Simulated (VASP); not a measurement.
# Os (P6/mmm) in VASP: further runs, part 2 of 2

VASP 6.6.1. The steps go on from the part before.

**4. Single point, PBE (13.21 Å³/atom)**

This run uses another cell than the first one, of 13.21 Å³/atom.

File INCAR:

```
SYSTEM = Os
PREC     = Accurate       ! precision mode
ENCUT    = 520            ! plane-wave cutoff, eV
EDIFF    = 1E-6           ! SCF threshold, eV
ISMEAR   = -1             ! smearing method
SIGMA    = 0.1            ! smearing width, eV
LREAL    = .False.        ! projectors in reciprocal space
LASPH    = .True.         ! aspherical terms in the spheres
NELM     = 60             ! most SCF steps
ALGO     = Normal         ! electronic algorithm
ISIF     = 2              ! what is computed and relaxed
LWAVE    = .False.        ! write WAVECAR
LCHARG   = .False.        ! write CHGCAR
GGA      = PE             ! functional
NBANDS   = 19             ! bands
```

File KPOINTS:

```
Automatic mesh
0
Gamma
  9 9 13
  0 0 0
```

File POSCAR:

```
Os
1.0
    4.1854730585      0.0000000000      0.0000000000
   -2.0927365292      3.6247259955      0.0000000000
    0.0000000000      0.0000000000      2.6131052612
Os
3
Direct
    0.0000000000      0.0000000000      0.0000000000
    0.3333333333      0.6666666667      0.5000000000
    0.6666666667      0.3333333333      0.5000000000
```

Potentials or basis: VASP PAW PBE potentials, release 64 (Os).

Started as:

```
$ cat potpaw_PBE.64/Os/POTCAR > POTCAR
$ mpirun -np 1 vasp_std > vasp.out
```

OUTCAR:

```text
SYSTEM = Os
   PREC = Accurate
   ENCUT = 520
   EDIFF = 1E-6
   ISMEAR = -1
   LREAL = .False.
   LASPH = .True.
   NELM = 60
   ISIF = 2
   GGA = PE

 ion  position               nearest neighbor table
   1  0.000  0.000  0.000-   2 2.75   3 2.75   2 2.75   3 2.75   2 2.75   2 2.75   3 2.75   3 2.75
                             3 2.75   3 2.75   2 2.75   2 2.75
   2  0.333  0.667  0.500-   3 2.42   3 2.42   3 2.42   1 2.75   1 2.75   1 2.75   1 2.75   1 2.75
                             1 2.75
   3  0.667  0.333  0.500-   2 2.42   2 2.42   2 2.42   1 2.75   1 2.75   1 2.75   1 2.75   1 2.75
                             1 2.75

  LATTYP: Found a hexagonal cell.
 ALAT       =     4.1854730585
 C/A-ratio  =     0.6243273400

  Lattice vectors:

 A1 = (   4.1854730585,   0.0000000000,   0.0000000000)
 A2 = (  -2.0927365292,   3.6247259955,   0.0000000000)
 A3 = (   0.0000000000,   0.0000000000,   2.6131052612)

Analysis of symmetry for initial positions (statically):
=====================================================================
 Subroutine PRICEL returns:
 Original cell was already a primitive cell.

 Routine SETGRP: Setting up the symmetry group for a
 hexagonal supercell.

 Subroutine GETGRP returns: Found 24 space group operations
 (whereof 24 operations were pure point group operations)
 out of a pool of 24 trial point group operations.

The static configuration has the point symmetry D_6h.

Analysis of symmetry for dynamics (positions and initial velocities):
=====================================================================
 Subroutine PRICEL returns:
 Original cell was already a primitive cell.

 Routine SETGRP: Setting up the symmetry group for a
 hexagonal supercell.

 Subroutine GETGRP returns: Found 24 space group operations
 (whereof 24 operations were pure point group operations)
 out of a pool of 24 trial point group operations.

The dynamic configuration has the point symmetry D_6h.

 Subroutine INISYM returns: Found 24 space group operations
 (whereof 24 operations are pure point group operations),
 and found     1 'primitive' translations

----------------------------------------------------------------------------------------

                                     Primitive cell

  volume of cell :      39.6439

  direct lattice vectors                    reciprocal lattice vectors
     4.185473059  0.000000000  0.000000000     0.238921619  0.137941461  0.000000000
    -2.092736529  3.624725995  0.000000000     0.000000000  0.275882922  0.000000000
     0.000000000  0.000000000  2.613105261     0.000000000  0.000000000  0.382686459

  length of vectors
     4.185473059  4.185473058  2.613105261     0.275882922  0.275882922  0.382686459

  position of ions in fractional coordinates (direct lattice)
     0.000000000  0.000000000  0.000000000
     0.333333333  0.666666667  0.500000000
     0.666666667  0.333333333  0.500000000

  ion indices of the primitive-cell ions
   primitive index   ion index
                 1           1
                 2           2
                 3           3

----------------------------------------------------------------------------------------

 KPOINTS: Automatic mesh

Automatic generation of k-mesh.
 Grid dimensions read from file:
 generate k-points for:    9    9   13

 Generating k-lattice:

  Cartesian coordinates                     Fractional coordinates (reciprocal lattice)
     0.026546847  0.015326829  0.000000000     0.111111111  0.000000000  0.000000000
     0.000000000  0.030653658  0.000000000     0.000000000  0.111111111  0.000000000
     0.000000000  0.000000000  0.029437420     0.000000000  0.000000000  0.076923077

  Length of vectors
     0.030653658  0.030653658  0.029437420

  Shift w.r.t. Gamma in fractional coordinates (k-lattice)
     0.000000000  0.000000000  0.000000000

 Subroutine IBZKPT returns following result:
 ===========================================

 Found     84 irreducible k-points:

 Following reciprocal coordinates:
            Coordinates               Weight
  0.000000  0.000000  0.000000      1.000000
  0.111111  0.000000  0.000000      6.000000
  0.222222  0.000000  0.000000      6.000000
  0.333333  0.000000  0.000000      6.000000
  0.444444  0.000000  0.000000      6.000000
  0.111111  0.111111  0.000000      6.000000
[... 16 lines left out ...]
  0.333333  0.222222  0.076923     24.000000
  0.333333  0.333333  0.076923      4.000000
 [... further k-points ...]
   k-points           NKPTS =     84   k-points in BZ     NKDIM =     84   number of bands    NBANDS=     19
   number of dos      NEDOS =    301   number of ions     NIONS =      3
   total plane-waves  NPLWV =  20480
   dimension x,y,z NGX =    32 NGY =   32 NGZ =   20
   dimension x,y,z NGXF=    64 NGYF=   64 NGZF=   40
   ions per type =               3
   NGX,Y,Z   is equivalent  to a cutoff of  12.71, 12.71, 12.72 a.u.
   NGXF,Y,Z  is equivalent  to a cutoff of  25.42, 25.42, 25.45 a.u.
 SYSTEM =  Os
   PREC   = accura    normal or accurate (medium, high low for compatibility)
   ISTART =      0    job   : 0-new  1-cont  2-samecut
   ICHARG =      2    charge: 1-file 2-atom 10-const
   ISPIN  =      1    spin polarized calculation?
   LNONCOLLINEAR =      F non collinear calculations
   LSORBIT =      F    spin-orbit coupling
   LASPH  =      T    aspherical Exc in radial PAW
   ENCUT  =  520.0 eV  38.22 Ry    6.18 a.u.   7.78  7.78  4.86*2*pi/ulx,y,z
   NELM   =     60;   NELMIN=  2; NELMDL= -5     # of ELM steps
   EDIFF  = 0.1E-05   stopping-criterion for ELM
   LREAL  =      F    real-space projection
   EDIFFG = 0.1E-04   stopping-criterion for IOM
   NSW    =      0    number of steps for IOM
   IBRION =     -1    ionic relax: 0-MD 1-quasi-New 2-CG
   NFREE  =      0    steps in history (QN), initial steepest desc. (CG)
   ISIF   =      2    stress and relaxation
   ISYM   =      2    0-nonsym 1-usesym 2-fastsym
   POTIM  = 0.5000    time-step for ionic-motion
   TEBEG  =    0.0;   TEEND  =   0.0 temperature during run
   PSTRESS=    0.0 pullay stress
   NELECT =      24.0000    total number of electrons
   NUPDOWN=      -1.0000    fix difference up-down
   EMIN   =  10.00;   EMAX   =-10.00  energy-range for DOS
   EFERMI =   0.00;   METHOD = LEGACY
   ISMEAR =    -1;   SIGMA  =   0.10  broadening in eV -4-tet -1-fermi 0-gaus
   EFERMI_NEDOS =   21; number of points for ismear=-14 and -15
   IALGO  =     38    algorithm
   IMIX   =      4    mixing-type and parameters
     AMIX     =   0.40;   BMIX     =  1.00
     AMIX_MAG =   1.60;   BMIX_MAG =  1.00
  volume/ion in A,a.u.               =      13.21        89.18
  Fermi-wavevector in a.u.,A,eV,Ry     =   1.384904  2.617089 26.095421  1.917959
  Thomas-Fermi vector in A             =   2.509364
   LORBIT       =      0    0 simple, 1 ext, 2 COOP (PROOUT), +10 PAW based schemes
   GGA     = PE    functional components
   LHFCALC =     F    Hartree Fock is set to
   AEXX    =    0.0000 exact exchange contribution
   IVDW    =     0    specifies the selected vdW correction
   LEPSILON=     F    determine dielectric tensor
   LRPA    =     F    only Hartree local field effects (RPA)
 non-spin polarized calculation
  energy-cutoff  :      520.00
  volume of cell :       39.64
 maximum number of plane-waves:      1095
 NGX is ok and might be reduce to    32
   NGX = 15   NGY = 15   NGZ =  9

 number of electron      24.0000003 magnetization

 Free energy of the ion-electron system (eV)
  ---------------------------------------------------
  ext. energy  EPLUGINS =         0.00000000
  ---------------------------------------------------
  free energy    TOTEN  =       -32.12392864 eV

  energy without entropy =      -32.05984419  energy(sigma->0) =      -32.09188641

 E-fermi :  10.6206     XC(G=0): -14.3678

 val. band max:       10.6050885124   @ k =   0.2222   0.2222   0.4615
 cond. band min:      10.6322799380   @ k =   0.3333   0.2222   0.1538
 fundamental gap:      0.0271914255
 Fermi energy:        10.6206357693

 k-point     1 :       0.0000    0.0000    0.0000
  band No.  band energies     occupation
      1      -1.0901      2.00000
      2       2.6568      2.00000
      3       5.6592      2.00000
      4       5.9487      2.00000
      5       5.9487      2.00000
      6       5.9756      2.00000
[... 505 lines left out ...]
      6       5.8414      2.00000
[... 11 lines left out ...]
     18      13.1331      0.00000
     19      23.7215      0.00000

 [... further k-points ...]

------------------------ aborting loop because EDIFF is reached ----------------------------------------

  FORCE on cell =-STRESS in cart. coord.  units (eV):
  Direction    XX          YY          ZZ          XY          YZ          ZX
  --------------------------------------------------------------------------------------
  -------------------------------------------------------------------------------------
  Total       12.5238781     12.5238781     12.6144003      0.0000000      0.0000000     -0.0000000
  in kB      506.1424679    506.1424679    509.8008492      0.0000000      0.0000000     -0.0000000
  external PRESSURE =     507.3619283 kB  Pullay stress =       0.0000000 kB

 VOLUME and BASIS-vectors are now :
 -----------------------------------------------------------------------------
  energy-cutoff  :      520.00
  volume of cell :       39.64
      direct lattice vectors                 reciprocal lattice vectors
     4.185473059  0.000000000  0.000000000     0.238921619  0.137941461  0.000000000
    -2.092736529  3.624725995  0.000000000     0.000000000  0.275882922  0.000000000
     0.000000000  0.000000000  2.613105261     0.000000000  0.000000000  0.382686459

 POSITION                                       TOTAL-FORCE (eV/Angst)
 -----------------------------------------------------------------------------------
      0.00000      0.00000      0.00000         0.000000      0.000000      0.000000
     -0.00000      2.41648      1.30655        -0.000000      0.000000      0.000000
      2.09274      1.20824      1.30655         0.000000     -0.000000      0.000000
 -----------------------------------------------------------------------------------
    total drift:                               -0.000000      0.000000      0.000000

  FREE ENERGIE OF THE ION-ELECTRON SYSTEM (eV)
  ---------------------------------------------------
  free  energy   TOTEN  =       -32.1239286393 eV

  energy  without entropy=      -32.0598441903  energy(sigma->0) =      -32.09188641
```

Run time: 55 s. Hardware: 1 thread of Intel Xeon 8259CL, shared host; peak memory 0.19 GiB.

What came out:

* Free energy: -32.1239 eV
* Pressure: 50.7 GPa
* Band gap on the k mesh: zero (bands 12 and 13 overlap by 3.02 eV)

Levels at points of the mesh, in eV from the Fermi level:
```csv
k point,band 8,band 9,band 10,band 11,band 12,band 13,band 14,band 15,band 16,band 17
"(0.00, 0.00, 0.00)",-3.85,-2.77,-2.77,-1.75,-1.75,-1.70,-1.70,2.77,2.77,7.87
```

Caveat: the cell stands under pressure; spin-orbit coupling is left out, which moves the levels of the heavy elements.

**5. Single point, PBE**

This run uses another cell than the first one, of 14.68 Å³/atom.

File INCAR:

```
PREC     = Accurate       # precision mode
ENCUT    = 520            # plane-wave cutoff, eV
EDIFF    = 1E-7           # SCF threshold, eV
ISMEAR   = -1             # smearing method
SIGMA    = 0.1            # smearing width, eV
LREAL    = False          # projectors in reciprocal space
LASPH    = True           # aspherical terms in the spheres
NELM     = 80             # most SCF steps
ALGO     = Normal         # electronic algorithm
ISIF     = 2              # what is computed and relaxed
LWAVE    = False          # write WAVECAR
LCHARG   = True           # write CHGCAR
GGA      = PE             # functional
LELF     = True           # ELF
LVHAR    = True         
NBANDS   = 19             # bands
```

File KPOINTS:

```
Automatic mesh
0
Gamma
  9 9 13
```

File POSCAR:

```
Os
1.0
    4.3227249641      0.0000000000      0.0000000000
   -2.1613624821      3.7435896325      0.0000000000
    0.0000000000      0.0000000000      2.7220010480
Os
3
Direct
    0.0000000000      0.0000000000      0.0000000000
    0.3333333333      0.6666666667      0.5000000000
    0.6666666667      0.3333333333      0.5000000000
```

Started as:

```
$ cat potpaw_PBE.64/Os/POTCAR > POTCAR
$ mpirun -np 1 vasp_std > vasp.out
```

It took 62 s on 1 thread of Intel Xeon 8259CL, shared host; peak memory 0.19 GiB.

It converged, with:

```
Free energy            : -32.7531 eV
Pressure               : -0.2 GPa
Band gap on the k mesh : zero (bands 12 and 13 overlap by 2.60 eV)
```

Stress tensor (GPa, compression positive):
```
-0.33  0.00  0.00
 0.00 -0.33  0.00
 0.00  0.00 -0.06
```

Levels at points of the mesh, in eV from the Fermi level:
```tsv
k point	band 9	band 10	band 11	band 12	band 13	band 14	band 15	band 16
(0.00, 0.00, 0.00)	-2.36	-2.36	-1.56	-1.56	-1.50	-1.50	2.30	2.30
```

Caveat: spin-orbit coupling is left out, which moves the levels of the heavy elements.

**6. Overview**

| cell | gap on the mesh (eV) | pressure (GPa) |
| --- | --- | --- |
| a = 4.034, b = 4.034, c = 2.501 Å, angles 90.0, 90.0, 120.0°, 3 atoms | none | 142.8 |
| a = 4.185, b = 4.185, c = 2.613 Å, angles 90.0, 90.0, 120.0°, 3 atoms | none | 50.7 |
| a = 4.323, b = 4.323, c = 2.722 Å, angles 90.0, 90.0, 120.0°, 3 atoms | none | -0.2 |

Alike in all rows: task single point; level PBE; potentials or basis VASP PAW PBE potentials, release 64 (Os); no spin polarisation; k mesh 9 × 9 × 13; cutoff (eV) 520; smearing fermi-dirac 0.1 eV.

Caveats: spin-orbit coupling is left out, which moves the levels of the heavy elements; the cell stands under pressure (at least some runs).

Total energies depend on the potentials used, so only differences within one code and one set of settings carry meaning.
